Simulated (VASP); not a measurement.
**MgO: single point with LDA**

The system is MgO.

```
Mg O
1.0
     2.08062   -2.08062    0.00000
     2.08062    0.00000   -2.08062
     8.58255    8.32247    8.06240
Mg O
6 6
Direct
  0.00000 0.95312 0.37500
  0.33333 0.30729 0.20833
  0.66667 0.59896 0.54167
  0.00000 0.89062 0.87500
  0.33333 0.24479 0.70833
  0.66667 0.66146 0.04167
  0.66667 0.63021 0.29167
  0.00000 0.98438 0.12500
  0.33333 0.27604 0.45833
  0.66667 0.56771 0.79167
  0.00000 0.92188 0.62500
  0.33333 0.21354 0.95833
```

```yaml
Program: VASP 6.6.1
Task: single point
Functional: LDA
Potentials_or_basis: VASP PAW LDA potentials, release 64 (Mg_sv, O)
Cutoff: 750 eV
k_mesh: 9 × 9 × 2
Occupations: gaussian, width 0.05 eV
Spin: no spin polarisation
```

The pressure is 1.1 GPa and the largest force is 1.948 eV/Å. The band gap on the k mesh is 4.92 eV.

Forces in eV/Å, atoms in the order of the input:
```
Mg   0.006  0.006  0.007
Mg   0.008  0.012  0.016
Mg   0.007  0.007  0.007
Mg   0.062 -0.075 -0.102
Mg   0.006  0.006  0.006
Mg  -0.108  0.017  1.893
O   -0.012 -0.006 -0.002
O   -0.134  0.066  0.143
O   -0.007 -0.006 -0.006
O    0.003 -0.006 -0.014
O   -0.006 -0.007 -0.007
O    0.175 -0.014 -1.941
```

Stress tensor (GPa, compression positive):
```
-1.18 -1.19  0.75
-1.19  0.02  1.77
 0.75  1.77  4.56
```

Levels at points of the mesh, in eV from the valence-band top:
```csv
k point,band 46,band 47,band 48,band 49,band 50,band 51
"(0.00, 0.00, 0.00)",-0.11,-0.08,0.00,4.92,6.26,6.36
"(0.00, 0.00, 0.50)",-0.13,-0.13,-0.02,5.32,5.41,7.16
```

Wall time 23 min on 1 thread of Intel(R) Xeon(R) Platinum 8259CL CPU @ 2.50GHz (Skylake/Cascade Lake) (shared host), peak memory 0.68 GiB.

Caveat: the stress differs along the axes, from -1 to 5 GPa; forces of over 1 eV/Å act on the atoms, so gaps and moduli don't describe the material at rest. A k mesh can miss the band edges.
